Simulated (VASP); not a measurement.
# Hg (Im-3m) in VASP: a series of runs

Hg is run at these levels: PBEsol; tasks: single point.

Program: VASP 6.6.1. These are calculated values, not measurements. Logs are shortened: lines on timing, memory, paths and dates and some standing lists are left out, and cuts for length are marked.

## Step 1: The cell of the first run

It takes space group Im-3m (No. 229, cubic). Conventional cell: a = 3.475 Å, b = 3.475 Å, c = 3.475 Å, α = 90.00°, β = 90.00°, γ = 90.00°. Hg (site symmetry m-3m) has 14 Hg at 3.01 to 3.47 Å within 4.0 Å.

## Step 2: Single point, PBEsol (volume scaled by 0.88)

Input file INCAR:

```
ALGO = Normal ; EDIFF = 1E-7
ENCUT = 520 ; GGA = PS
ISIF = 2 ; ISMEAR = -1
LASPH = T ; LCHARG = T
LELF = T ; LREAL = F
LVHAR = T ; LWAVE = F
NBANDS = 12 ; NELM = 100
PREC = Accurate ; SIGMA = 0.1
```

Input file KPOINTS:

```
k-points
0
Gamma
  14 14 14
```

Input file POSCAR:

```
Hg
1.0
   -1.7373411293      1.7373411293      1.7373411293
    1.7373411293     -1.7373411293      1.7373411293
    1.7373411293      1.7373411293     -1.7373411293
Hg
1
Direct
    0.0000000000      0.0000000000      0.0000000000
```

Potentials or basis: VASP PAW PBE potentials, release 64 (Hg).

Launch:

```console
> cat potpaw_PBE.64/Hg/POTCAR > POTCAR
> mpirun -np 1 vasp_std > vasp.out
```

OUTCAR:

```text
EDIFF = 1E-7
   ENCUT = 520
   GGA = PS
   ISIF = 2
   ISMEAR = -1
   LASPH = T
   LREAL = F
   NELM = 100
   PREC = Accurate

 ion  position               nearest neighbor table
   1  0.000  0.000  0.000-

  LATTYP: Found a body centered cubic cell.
 ALAT       =     3.4746822586

  Lattice vectors:

 A1 = (  -1.7373411293,   1.7373411293,   1.7373411293)
 A2 = (   1.7373411293,  -1.7373411293,   1.7373411293)
 A3 = (   1.7373411293,   1.7373411293,  -1.7373411293)

Analysis of symmetry for initial positions (statically):
=====================================================================
 Subroutine PRICEL returns:
 Original cell was already a primitive cell.

 Routine SETGRP: Setting up the symmetry group for a
 body centered cubic supercell.

 Subroutine GETGRP returns: Found 48 space group operations
 (whereof 48 operations were pure point group operations)
 out of a pool of 48 trial point group operations.

The static configuration has the point symmetry O_h .

Analysis of symmetry for dynamics (positions and initial velocities):
=====================================================================
 Subroutine PRICEL returns:
 Original cell was already a primitive cell.

 Routine SETGRP: Setting up the symmetry group for a
 body centered cubic supercell.

 Subroutine GETGRP returns: Found 48 space group operations
 (whereof 48 operations were pure point group operations)
 out of a pool of 48 trial point group operations.

The dynamic configuration has the point symmetry O_h .

 Subroutine INISYM returns: Found 48 space group operations
 (whereof 48 operations are pure point group operations),
 and found     1 'primitive' translations

----------------------------------------------------------------------------------------

                                     Primitive cell

  volume of cell :      20.9756

  direct lattice vectors                    reciprocal lattice vectors
    -1.737341129  1.737341129  1.737341129     0.000000000  0.287796099  0.287796099
     1.737341129 -1.737341129  1.737341129     0.287796099  0.000000000  0.287796099
     1.737341129  1.737341129 -1.737341129     0.287796099  0.287796099  0.000000000

  length of vectors
     3.009163106  3.009163106  3.009163106     0.407005147  0.407005147  0.407005147

  position of ions in fractional coordinates (direct lattice)
     0.000000000  0.000000000  0.000000000

  ion indices of the primitive-cell ions
   primitive index   ion index
                 1           1

----------------------------------------------------------------------------------------

 KPOINTS: k-points

Automatic generation of k-mesh.
 Grid dimensions read from file:
 generate k-points for:   14   14   14

 Generating k-lattice:

  Cartesian coordinates                     Fractional coordinates (reciprocal lattice)
     0.000000000  0.020556864  0.020556864     0.071428571  0.000000000  0.000000000
     0.020556864  0.000000000  0.020556864     0.000000000  0.071428571  0.000000000
     0.020556864  0.020556864  0.000000000     0.000000000  0.000000000  0.071428571

  Length of vectors
     0.029071796  0.029071796  0.029071796

  Shift w.r.t. Gamma in fractional coordinates (k-lattice)
     0.000000000  0.000000000  0.000000000

 Subroutine IBZKPT returns following result:
 ===========================================

 Found    104 irreducible k-points:

 Following reciprocal coordinates:
            Coordinates               Weight
  0.000000  0.000000  0.000000      1.000000
  0.071429  0.000000  0.000000     12.000000
  0.142857  0.000000  0.000000     12.000000
  0.214286  0.000000  0.000000     12.000000
  0.285714  0.000000  0.000000     12.000000
  0.357143  0.000000  0.000000     12.000000
[... 16 lines left out ...]
  0.285714  0.285714  0.000000     24.000000
  0.357143  0.285714 -0.000000     24.000000
 [... further k-points ...]
   k-points           NKPTS =    104   k-points in BZ     NKDIM =    104   number of bands    NBANDS=     12
   number of dos      NEDOS =    301   number of ions     NIONS =      1
   total plane-waves  NPLWV =  13824
   dimension x,y,z NGX =    24 NGY =   24 NGZ =   24
   dimension x,y,z NGXF=    48 NGYF=   48 NGZF=   48
   ions per type =               1
   NGX,Y,Z   is equivalent  to a cutoff of  13.26, 13.26, 13.26 a.u.
   NGXF,Y,Z  is equivalent  to a cutoff of  26.52, 26.52, 26.52 a.u.
 SYSTEM =  unknown system
   PREC   = accura    normal or accurate (medium, high low for compatibility)
   ISTART =      0    job   : 0-new  1-cont  2-samecut
   ICHARG =      2    charge: 1-file 2-atom 10-const
   ISPIN  =      1    spin polarized calculation?
   LNONCOLLINEAR =      F non collinear calculations
   LSORBIT =      F    spin-orbit coupling
   LASPH  =      T    aspherical Exc in radial PAW
   ENCUT  =  520.0 eV  38.22 Ry    6.18 a.u.   5.60  5.60  5.60*2*pi/ulx,y,z
   NELM   =    100;   NELMIN=  2; NELMDL= -5     # of ELM steps
   EDIFF  = 0.1E-06   stopping-criterion for ELM
   LREAL  =      F    real-space projection
   EDIFFG = 0.1E-05   stopping-criterion for IOM
   NSW    =      0    number of steps for IOM
   IBRION =     -1    ionic relax: 0-MD 1-quasi-New 2-CG
   NFREE  =      0    steps in history (QN), initial steepest desc. (CG)
   ISIF   =      2    stress and relaxation
   ISYM   =      2    0-nonsym 1-usesym 2-fastsym
   POTIM  = 0.5000    time-step for ionic-motion
   TEBEG  =    0.0;   TEEND  =   0.0 temperature during run
   PSTRESS=    0.0 pullay stress
   NELECT =      12.0000    total number of electrons
   NUPDOWN=      -1.0000    fix difference up-down
   EMIN   =  10.00;   EMAX   =-10.00  energy-range for DOS
   EFERMI =   0.00;   METHOD = LEGACY
   ISMEAR =    -1;   SIGMA  =   0.10  broadening in eV -4-tet -1-fermi 0-gaus
   EFERMI_NEDOS =   21; number of points for ismear=-14 and -15
   IALGO  =     38    algorithm
   IMIX   =      4    mixing-type and parameters
     AMIX     =   0.40;   BMIX     =  1.00
     AMIX_MAG =   1.60;   BMIX_MAG =  1.00
  volume/ion in A,a.u.               =      20.98       141.55
  Fermi-wavevector in a.u.,A,eV,Ry     =   1.359033  2.568201 25.129579  1.846972
  Thomas-Fermi vector in A             =   2.485816
   LORBIT       =      0    0 simple, 1 ext, 2 COOP (PROOUT), +10 PAW based schemes
   GGA     = PS    functional components
   LHFCALC =     F    Hartree Fock is set to
   AEXX    =    0.0000 exact exchange contribution
   IVDW    =     0    specifies the selected vdW correction
   LEPSILON=     F    determine dielectric tensor
   LRPA    =     F    only Hartree local field effects (RPA)
 non-spin polarized calculation
  energy-cutoff  :      520.00
  volume of cell :       20.98
 maximum number of plane-waves:       586
   NGX = 11   NGY = 11   NGZ = 11

 number of electron      11.9999998 magnetization

 Free energy of the ion-electron system (eV)
  ---------------------------------------------------
  ext. energy  EPLUGINS =         0.00000000
  ---------------------------------------------------
  free energy    TOTEN  =        -0.48871550 eV

  energy without entropy =       -0.47933295  energy(sigma->0) =       -0.48402423

 E-fermi :   3.5890     XC(G=0): -11.7061

 val. band max:        3.4972379352   @ k =   0.4286   0.0714   0.0000
 cond. band min:       3.6668105547   @ k =  -0.4286   0.5000   0.2857
 fundamental gap:      0.1695726195
 Fermi energy:         3.5889831823

 k-point     1 :       0.0000    0.0000    0.0000
  band No.  band energies     occupation
      1      -6.5539      2.00000
      2      -3.9538      2.00000
      3      -3.9538      2.00000
      4      -3.9538      2.00000
      5      -2.8192      2.00000
      6      -2.8192      2.00000
      7      19.0665      0.00000
      8      19.0665      0.00000
      9      19.0665      0.00000
     10      21.6002      0.00000
     11      21.6002      0.00000
     12      21.6002      0.00000

 k-point     2 :       0.0714    0.0000    0.0000
  band No.  band energies     occupation
      1      -6.4008      2.00000
      2      -3.9850      2.00000
      3      -3.9436      2.00000
      4      -3.8718      2.00000
      5      -2.8533      2.00000
      6      -2.8174      2.00000
      7      18.4695      0.00000
      8      18.9507      0.00000
      9      19.1449      0.00000
     10      20.3576      0.00000
     11      20.9171      0.00000
     12      20.9224      0.00000

 k-point     3 :       0.1429    0.0000    0.0000
  band No.  band energies     occupation
      1      -5.9685      2.00000
      2      -4.0712      2.00000
      3      -3.9011      2.00000
      4      -3.6350      2.00000
      5      -2.9288      2.00000
      6      -2.8113      2.00000
      7      16.0436      0.00000
      8      18.0933      0.00000
      9      19.3552      0.00000
     10      19.4433      0.00000
     11      19.6370      0.00000
     12      20.8000      0.00000

 k-point     4 :       0.2143    0.0000    0.0000
  band No.  band energies     occupation
      1      -5.3949      2.00000
      2      -4.1932      2.00000
      3      -3.7198      2.00000
      4      -3.2735      2.00000
      5      -2.9866      2.00000
      6      -2.8000      2.00000
      7      13.0108      0.00000
      8      16.8107      0.00000
      9      17.7760      0.00000
     10      19.4636      0.00000
     11      19.6343      0.00000
     12      21.6052      0.00000

 k-point     5 :       0.2857    0.0000    0.0000
  band No.  band energies     occupation
      1      -5.0447      2.00000
      2      -4.3252      2.00000
      3      -3.0609      2.00000
      4      -2.9713      2.00000
      5      -2.8407      2.00000
      6      -2.7841      2.00000
      7      10.0120      0.00000
      8      15.6551      0.00000
      9      16.2101      0.00000
     10      19.4499      0.00000
     11      19.9103      0.00000
     12      22.8798      0.00000
[... 228 lines left out ...]
      1      -4.6743      2.00000
      2      -4.1863      2.00000
      3      -3.4026      2.00000
      4      -2.9454      2.00000
      5      -2.6167      2.00000
      6       0.5731      2.00000
      7       6.3586      0.00000
      8       9.4664      0.00000
      9      14.4376      0.00000
     10      20.5886      0.00000
     11      22.6439      0.00000
     12      25.6036      0.00000

 k-point    22 :       0.3571    0.2143    0.0000
  band No.  band energies     occupation
      1      -4.7049      2.00000
      2      -4.2273      2.00000
      3      -3.2894      2.00000
      4      -2.8894      2.00000
      5      -2.5208      2.00000
      6       2.2332      2.00000
      7       4.3145      0.00141
      8       8.8837      0.00000
      9      14.1758      0.00000
     10      20.7598      0.00000
     11      23.0261      0.00000
     12      25.1925      0.00000

 k-point    23 :       0.2857    0.2857    0.0000
  band No.  band energies     occupation
      1      -4.6441      2.00000
      2      -4.0300      2.00000
      3      -3.5286      2.00000
      4      -2.8583      2.00000
      5      -2.6160      2.00000
      6       2.0785      2.00000
      7       5.4796      0.00000
      8       7.5740      0.00000
      9      14.2261      0.00000
     10      21.0956      0.00000
     11      22.4706      0.00000
     12      25.7709      0.00000

 k-point    24 :       0.3571    0.2857   -0.0000
  band No.  band energies     occupation
      1      -4.6391      2.00000
      2      -3.9542      2.00000
      3      -3.5928      2.00000
      4      -2.7924      2.00000
      5      -2.6357      2.00000
      6       3.0894      1.98656
      7       4.8128      0.00001
      8       6.7904      0.00000
      9      14.1555      0.00000
     10      21.4096      0.00000
     11      22.3286      0.00000
     12      25.3780      0.00000

 [... further k-points ...]

------------------------ aborting loop because EDIFF is reached ----------------------------------------

  FORCE on cell =-STRESS in cart. coord.  units (eV):
  Direction    XX          YY          ZZ          XY          YZ          ZX
  --------------------------------------------------------------------------------------
  -------------------------------------------------------------------------------------
  Total        1.0797022      1.0797022      1.0797022     -0.0000000      0.0000000      0.0000000
  in kB       82.4706200     82.4706200     82.4706200     -0.0000000      0.0000000      0.0000000
  external PRESSURE =      82.4706200 kB  Pullay stress =       0.0000000 kB

 VOLUME and BASIS-vectors are now :
 -----------------------------------------------------------------------------
  energy-cutoff  :      520.00
  volume of cell :       20.98
      direct lattice vectors                 reciprocal lattice vectors
    -1.737341129  1.737341129  1.737341129     0.000000000  0.287796099  0.287796099
     1.737341129 -1.737341129  1.737341129     0.287796099  0.000000000  0.287796099
     1.737341129  1.737341129 -1.737341129     0.287796099  0.287796099  0.000000000

 POSITION                                       TOTAL-FORCE (eV/Angst)
 -----------------------------------------------------------------------------------
      0.00000      0.00000      0.00000         0.000000     -0.000000      0.000000
 -----------------------------------------------------------------------------------
    total drift:                                0.000000      0.000000      0.000000

  FREE ENERGIE OF THE ION-ELECTRON SYSTEM (eV)
  ---------------------------------------------------
  free  energy   TOTEN  =        -0.4887155028 eV

  energy  without entropy=       -0.4793329540  energy(sigma->0) =       -0.48402423
```

Wall time 6.3 s (1 thread of Intel Xeon 6975P-C (Granite Rapids), shared host); peak memory 0.15 GiB.

What came out:

```yaml
Free_energy: -0.4887 eV
Pressure: 8.2 GPa
Band_gap_on_the_k_mesh: zero (band 6 reaches 7.44 eV, above the bottom of band 7 at 2.68 eV)
```

Caveat: the PAW data sets were made with another functional, which shifts forces and pressure a little; spin-orbit coupling is left out, which moves the levels of the heavy elements.

## Step 3: Single point, PBEsol (volume scaled by 0.92)

Input file INCAR:

```
SYSTEM = Hg
PREC = Accurate ; ENCUT = 520
EDIFF = 1E-6 ; ISMEAR = -1
SIGMA = 0.1 ; LREAL = .FALSE.
LASPH = .TRUE. ; NELM = 60
ALGO = Normal ; ISIF = 2
LWAVE = .FALSE. ; LCHARG = .FALSE.
GGA = PS ; NBANDS = 12
```

Input file KPOINTS:

```
Automatic mesh
0
G
  14 14 14
  0 0 0
```

Input file POSCAR:

```
Hg
1.0
   -1.7632754175      1.7632754175      1.7632754175
    1.7632754175     -1.7632754175      1.7632754175
    1.7632754175      1.7632754175     -1.7632754175
Hg
1
Direct
    0.0000000000      0.0000000000      0.0000000000
```

Potentials or basis: VASP PAW PBE potentials, release 64 (Hg).

Launch:

```console
> cat potpaw_PBE.64/Hg/POTCAR > POTCAR
> mpirun -np 1 vasp_std > vasp.out
```

Run time: 6.4 s. Hardware: 1 thread of Intel Xeon 6975P-C (Granite Rapids), shared host; peak memory 0.15 GiB.

The run converged. Its results:

| Property | Result |
| --- | --- |
| Free energy | -0.5276 eV |
| Pressure | 4.8 GPa |
| Band gap on the k mesh | zero (band 6 reaches 7.02 eV, above the bottom of band 7 at 2.14 eV) |

Levels at points of the mesh, in eV from the Fermi level:
| k point | band 4 | band 5 | band 6 | band 7 | band 8 | band 9 |
| --- | --- | --- | --- | --- | --- | --- |
| (0.00, 0.00, 0.00) | -7.31 | -6.27 | -6.27 | 15.40 | 15.40 | 15.40 |
| (0.50, 0.00, 0.00) | -6.20 | -5.50 | -1.71 | -0.99 | 9.96 | 10.38 |
| (0.50, 0.50, 0.50) | -5.69 | -5.69 | 3.88 | 3.88 | 3.88 | 3.89 |

Caveat: the PAW data sets were made with another functional, which shifts forces and pressure a little; spin-orbit coupling is left out, which moves the levels of the heavy elements.

(Continued in part 2 of 2.)
